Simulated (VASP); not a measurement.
Zn17F32 (a cell with a defect), 49 atoms in the cell. The cell holds a defect, 49 atoms: a = 9.296 Å, b = 9.296 Å, c = 9.296 Å, α = 93.81°, β = 117.82°, γ = 117.82°.  This cell differs from its parent crystal: with an interstitial atom, then relaxed in part.

* Program: VASP 6.6.1
* Task: single point
* Functional: PBE
* Potentials or basis: VASP PAW PBE potentials, release 64 (Zn, F)
* Cutoff: 520 eV
* k mesh: 2 × 2 × 2, shifted
* Occupations: gaussian, width 0.01 eV
* Spin: no spin polarisation
* Dipole correction: no
* Further INCAR settings: LREAL = Auto; ALGO = Normal; EDIFF = 1e-06; NBANDS = 244

Potentials or basis: VASP PAW PBE potentials, release 64 (Zn, F).

Command:

```console
$ cat potpaw_PBE.64/Zn/POTCAR potpaw_PBE.64/F/POTCAR > POTCAR
$ mpirun -np 1 vasp_std > vasp.out
```

Hardware: 1 thread of Intel(R) Xeon(R) Platinum 8259CL CPU @ 2.50GHz (Skylake/Cascade Lake), on a shared host.

Q: Estimate the wall time of this run.

A: Wall time 25 min on 1 thread of Intel(R) Xeon(R) Platinum 8259CL CPU @ 2.50GHz (Skylake/Cascade Lake), on a shared host, peak memory 0.84 GiB. Counts: scf iterations 23, k points 3.
